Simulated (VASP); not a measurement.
# Sc3Te (P6_3/mmc) in VASP: single point with PBE+D4

Aim: the single point of Sc3Te with PBE+D4.

All numbers are computed with VASP 6.6.1; they aren't measurements. Logs are shortened: lines on timing, memory, paths and dates and some standing lists are left out, and cuts for length are marked.

### Step 1. The cell of the first run

It takes space group P6_3/mmc (No. 194, hexagonal). Conventional cell: a = 6.362 Å, b = 6.362 Å, c = 5.104 Å, α = 90.00°, β = 90.00°, γ = 120.00°. Sc (site symmetry mm2) has 4 Te at 3.14 to 3.18 Å and 8 Sc at 3.15 to 3.19 Å within 4.1 Å. Within 4.1 Å of Te (site symmetry -6m2) lie 12 Sc at 3.14 to 3.18 Å.

### Step 2. Single point, PBE+D4

INCAR

```
SYSTEM = Sc3Te
PREC = Accurate ; ENCUT = 520
EDIFF = 1E-6 ; ISMEAR = 0
SIGMA = 0.15 ; LREAL = .False.
LASPH = .True. ; NELM = 60
ALGO = Normal ; ISIF = 2
LWAVE = .False. ; LCHARG = .False.
GGA = PE ; IVDW = 13
NBANDS = 49
```

KPOINTS

```
Automatic mesh
0
Gamma
  4 4 5
  0 0 0
```

POSCAR

```
Sc3Te
1.0
    6.3617000000      0.0000000000      0.0000000000
   -3.1808500000      5.5093940000      0.0000000000
    0.0000000000      0.0000000000      5.1043630000
Sc Te
6 2
Direct
    0.3342930000      0.1671460000      0.7500000000
    0.8328540000      0.1671460000      0.7500000000
    0.8328540000      0.6657070000      0.7500000000
    0.6657070000      0.8328540000      0.2500000000
    0.1671460000      0.8328540000      0.2500000000
    0.1671460000      0.3342930000      0.2500000000
    0.6666670000      0.3333330000      0.2500000000
    0.3333330000      0.6666670000      0.7500000000
```

Potentials or basis: VASP PAW PBE potentials, release 64 (Sc_sv, Te).

On the command line:

```sh
$ cat potpaw_PBE.64/Sc_sv/POTCAR potpaw_PBE.64/Te/POTCAR > POTCAR
$ mpirun -np 1 vasp_std > vasp.out
```

OUTCAR:

```text
SYSTEM = Sc3Te
   PREC = Accurate
   ENCUT = 520
   EDIFF = 1E-6
   ISMEAR = 0
   LREAL = .False.
   LASPH = .True.
   NELM = 60
   ISIF = 2
   GGA = PE
   IVDW = 13

 ion  position               nearest neighbor table
   1  0.334  0.167  0.750-   7 3.14   7 3.14   5 3.15   5 3.15   6 3.15   6 3.15   2 3.17   3 3.17
                             8 3.18   8 3.18   2 3.19   3 3.19
   2  0.833  0.167  0.750-   7 3.14   7 3.14   6 3.15   6 3.15   4 3.15   4 3.15   1 3.17   3 3.17
                             8 3.18   8 3.18   1 3.19   3 3.19
   3  0.833  0.666  0.750-   7 3.14   7 3.14   5 3.15   5 3.15   4 3.15   4 3.15   1 3.17   2 3.17
                             8 3.18   8 3.18   2 3.19   1 3.19
   4  0.666  0.833  0.250-   8 3.14   8 3.14   2 3.15   2 3.15   3 3.15   3 3.15   5 3.17   6 3.17
                             7 3.18   7 3.18   5 3.19   6 3.19
   5  0.167  0.833  0.250-   8 3.14   8 3.14   3 3.15   3 3.15   1 3.15   1 3.15   4 3.17   6 3.17
                             7 3.18   7 3.18   4 3.19   6 3.19
   6  0.167  0.334  0.250-   8 3.14   8 3.14   2 3.15   2 3.15   1 3.15   1 3.15   4 3.17   5 3.17
                             7 3.18   7 3.18   5 3.19   4 3.19
   7  0.667  0.333  0.250-   1 3.14   1 3.14   2 3.14   2 3.14   3 3.14   3 3.14   6 3.18   4 3.18
                             5 3.18   5 3.18   6 3.18   4 3.18
   8  0.333  0.667  0.750-   4 3.14   4 3.14   5 3.14   5 3.14   6 3.14   6 3.14   3 3.18   1 3.18
                             2 3.18   2 3.18   3 3.18   1 3.18

  LATTYP: Found a hexagonal cell.
 ALAT       =     6.3617000000
 C/A-ratio  =     0.8023583319

  Lattice vectors:

 A1 = (   6.3617000000,   0.0000000000,   0.0000000000)
 A2 = (  -3.1808500000,   5.5093940000,   0.0000000000)
 A3 = (   0.0000000000,   0.0000000000,   5.1043630000)

Analysis of symmetry for initial positions (statically):
=====================================================================
 Subroutine PRICEL returns:
 Original cell was already a primitive cell.

 Routine SETGRP: Setting up the symmetry group for a
 hexagonal supercell.

 Subroutine GETGRP returns: Found 24 space group operations
 (whereof 12 operations were pure point group operations)
 out of a pool of 24 trial point group operations.

The static configuration has the point symmetry D_3d.
 The point group associated with its full space group is D_6h.

Analysis of symmetry for dynamics (positions and initial velocities):
=====================================================================
 Subroutine PRICEL returns:
 Original cell was already a primitive cell.

 Routine SETGRP: Setting up the symmetry group for a
 hexagonal supercell.

 Subroutine GETGRP returns: Found 24 space group operations
 (whereof 12 operations were pure point group operations)
[... 114 lines left out ...]
   NUPDOWN=      -1.0000    fix difference up-down
   EMIN   =  10.00;   EMAX   =-10.00  energy-range for DOS
   EFERMI =   0.00;   METHOD = LEGACY
   ISMEAR =     0;   SIGMA  =   0.15  broadening in eV -4-tet -1-fermi 0-gaus
   EFERMI_NEDOS =   21; number of points for ismear=-14 and -15
   IALGO  =     38    algorithm
   IMIX   =      4    mixing-type and parameters
     AMIX     =   0.40;   BMIX     =  1.00
     AMIX_MAG =   1.60;   BMIX_MAG =  1.00
  volume/ion in A,a.u.               =      22.36       150.91
  Fermi-wavevector in a.u.,A,eV,Ry     =   1.241367  2.345843 20.966467  1.540992
  Thomas-Fermi vector in A             =   2.375768
   LORBIT       =      0    0 simple, 1 ext, 2 COOP (PROOUT), +10 PAW based schemes
   GGA     = PE    functional components
   LHFCALC =     F    Hartree Fock is set to
   AEXX    =    0.0000 exact exchange contribution
   IVDW    =    13    specifies the selected vdW correction
   LEPSILON=     F    determine dielectric tensor
   LRPA    =     F    only Hartree local field effects (RPA)
 non-spin polarized calculation
 Gauss-broadening in eV      SIGMA  =   0.15
  energy-cutoff  :      520.00
  volume of cell :      178.90
 maximum number of plane-waves:      4830
 NGX is ok and might be reduce to    48
   NGX = 23   NGY = 23   NGZ = 19

 number of electron      77.9999996 magnetization

 Free energy of the ion-electron system (eV)
  ---------------------------------------------------
  ext. energy  EPLUGINS =         0.00000000
  ---------------------------------------------------
  free energy    TOTEN  =       -47.19216088 eV

  energy without entropy =      -47.09120874  energy(sigma->0) =      -47.14168481

 E-fermi :   6.5969     XC(G=0): -10.4711

 val. band max:        6.5889186139   @ k =   0.0000   0.0000   0.4000
 cond. band min:       6.6088924306   @ k =   0.2500   0.2500   0.4000
 fundamental gap:      0.0199738167
 Fermi energy:         6.5968793932

 k-point     1 :       0.0000    0.0000    0.0000
  band No.  band energies     occupation
      1     -42.8856      2.00000
      2     -42.8271      2.00000
      3     -42.8270      2.00000
      4     -42.8214      2.00000
      5     -42.7962      2.00000
      6     -42.7961      2.00000
[... 613 lines left out ...]
     48       8.0997      0.00000
     49       8.3602      0.00000

------------------------ aborting loop because EDIFF is reached ----------------------------------------

  DFT-D4 for vdW energy calculation

  Edisp (eV):   -3.02327

  FORCE on cell =-STRESS in cart. coord.  units (eV):
  Direction    XX          YY          ZZ          XY          YZ          ZX
  --------------------------------------------------------------------------------------
  -------------------------------------------------------------------------------------
  Total      -2.71825    -2.71825    -2.44515    -0.00000     0.00000     0.00000
  in kB     -24.34342   -24.34342   -21.89762    -0.00000     0.00000     0.00000
  external pressure =      -23.53 kB  Pullay stress =        0.00 kB

 VOLUME and BASIS-vectors are now :
 -----------------------------------------------------------------------------
  energy-cutoff  :      520.00
  volume of cell :      178.90
      direct lattice vectors                 reciprocal lattice vectors
     6.361700000  0.000000000  0.000000000     0.157190688  0.090754083  0.000000000
    -3.180850000  5.509394000  0.000000000     0.000000000  0.181508166  0.000000000
     0.000000000  0.000000000  5.104363000     0.000000000  0.000000000  0.195910832

 POSITION                                       TOTAL-FORCE (eV/Angst)
 -----------------------------------------------------------------------------------
      1.59501      0.92087      3.82827        -0.008206     -0.004738      0.000000
      4.76670      0.92087      3.82827         0.008206     -0.004738      0.000000
      3.18085      3.66764      3.82827         0.000000      0.009476      0.000000
      1.58584      4.58852      1.27609         0.008206      0.004738      0.000000
     -1.58585      4.58852      1.27609        -0.008206      0.004738      0.000000
     -0.00000      1.84175      1.27609        -0.000000     -0.009476      0.000000
      3.18085      1.83646      1.27609         0.000000     -0.000000      0.000000
     -0.00000      3.67293      3.82827         0.000000     -0.000000      0.000000
 -----------------------------------------------------------------------------------
    total drift:                                0.001919     -0.001108      0.002608

  FREE ENERGIE OF THE ION-ELECTRON SYSTEM (eV)
  ---------------------------------------------------
  free  energy   TOTEN  =       -50.2154280771 eV

  energy  without entropy=      -50.1144759370  energy(sigma->0) =      -50.16495201
```

Run time: 2.3 min. Hardware: 1 thread of Intel Xeon Platinum 8259CL at 2.50GHz (Skylake/Cascade Lake), shared host; peak memory 0.33 GiB.

What came out:

```yaml
Free_energy: -50.2154 eV
Pressure: -2.4 GPa
Largest_force: 0.009 eV/Å
Band_gap_on_the_k_mesh: zero (bands 39 and 40 overlap by 0.63 eV)
Dispersion_energy_per_atom: -0.378 eV
```

Forces in eV/Å, atoms in the order of the input:
```
Sc  -0.008 -0.005  0.000
Sc   0.008 -0.005  0.000
Sc   0.000  0.009  0.000
Sc   0.008  0.005  0.000
Sc  -0.008  0.005  0.000
Sc   0.000 -0.009  0.000
Te   0.000  0.000  0.000
Te   0.000  0.000  0.000
```

Caveat: spin-orbit coupling is left out, which moves the levels of the heavy elements.
